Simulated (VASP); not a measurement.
Wanted: the native input for a VASP 6.6.1 run.

| Property | Result |
| --- | --- |
| Task | single point |
| Functional | PBEsol |
| Potentials or basis | VASP PAW PBE potentials, release 64 (Te) |
| Cutoff | 520 eV |
| k mesh | 10 × 10 × 10 |
| Occupations | gaussian, width 0.1 eV |
| Spin | no spin polarisation |
| Dipole correction | no |
| Further INCAR settings | ALGO = Normal; EDIFF = 1e-06; NBANDS = 13 |

The structure of Te lies in POSCAR:

```
Te
1.0
   -2.9577914650      3.8759656650      1.5351528900
    2.9577914650     -3.8759656650      1.5351528900
    2.9577914650      3.8759656650     -1.5351528900
Te
2
Direct
    0.0009290200      0.7509290200      0.2500000000
   -0.0009290200      0.2490709800      0.7500000000
```

One way to write it, as run:

INCAR

```
SYSTEM = Te
PREC     = Accurate       ! precision mode
ENCUT    = 520            ! plane-wave cutoff, eV
EDIFF    = 1E-6           ! SCF threshold, eV
ISMEAR   = 0              ! smearing method
SIGMA    = 0.1            ! smearing width, eV
LREAL    = .FALSE.        ! projectors in reciprocal space
LASPH    = .TRUE.         ! aspherical terms in the spheres
NELM     = 60             ! most SCF steps
ALGO     = Normal         ! electronic algorithm
ISIF     = 2              ! what is computed and relaxed
LWAVE    = .FALSE.        ! write WAVECAR
LCHARG   = .FALSE.        ! write CHGCAR
GGA      = PS             ! functional
NBANDS   = 13             ! bands
```

KPOINTS

```
regular mesh
0
G
  10 10 10
  0 0 0
```

Potentials or basis: VASP PAW PBE potentials, release 64 (Te).

Run with:

```sh
$ cat potpaw_PBE.64/Te/POTCAR > POTCAR
$ mpirun -np 1 vasp_std > vasp.out
```

Results of the run:

```json
{
  "Pressure": "-1.6 GPa",
  "Band gap on the k mesh": "zero (band 6 reaches 7.92 eV, above the bottom of band 7 at 4.19 eV)"
}
```

Caveat: the PAW data sets were made with another functional, which shifts forces and pressure a little; spin-orbit coupling is left out, which moves the levels of the heavy elements.

Wall time 110 s on 1 thread of Intel(R) Xeon(R) Platinum 8375C CPU @ 2.90GHz (Ice Lake) (shared host), peak memory 0.31 GiB.
